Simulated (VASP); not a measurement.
The system is Sb.

```xyz
1
Lattice="-1.8460 1.8460 1.8460 1.8460 -1.8460 1.8460 1.8460 1.8460 -1.8460" Properties=species:S:1:pos:R:3 pbc="T T T"
Sb    0.0000    0.0000    0.0000
```

This cell differs from its parent crystal: volume scaled by 0.96.

Base run:

```yaml
Program: VASP 6.6.1
Functional: PBE
Potentials_or_basis: VASP PAW PBE potentials, release 64 (Sb)
Cutoff: 520 eV
k_mesh: 10 × 10 × 10
Occupations: fermi-dirac, width 0.05 eV
Spin: no spin polarisation
```

Its results: pressure 6.3 GPa.

**Question.** After a change of settings the same cell gave: pressure 5.6 GPa. Which change was it?
A. functional from PBE to PBEsol; further incar settings from ALGO = Normal; EDIFF = 1e-07; NBANDS = 8 to ALGO = Normal; EDIFF = 1e-06; NBANDS = 8
B. functional from PBE to r2SCAN
C. functional from PBE to LDA; potentials or basis from VASP PAW PBE potentials, release 64 (Sb) to VASP PAW LDA potentials, release 64 (Sb)

**Answer.** B.

Caveats: the PAW data sets were made with another functional, which shifts forces and pressure a little (some runs).
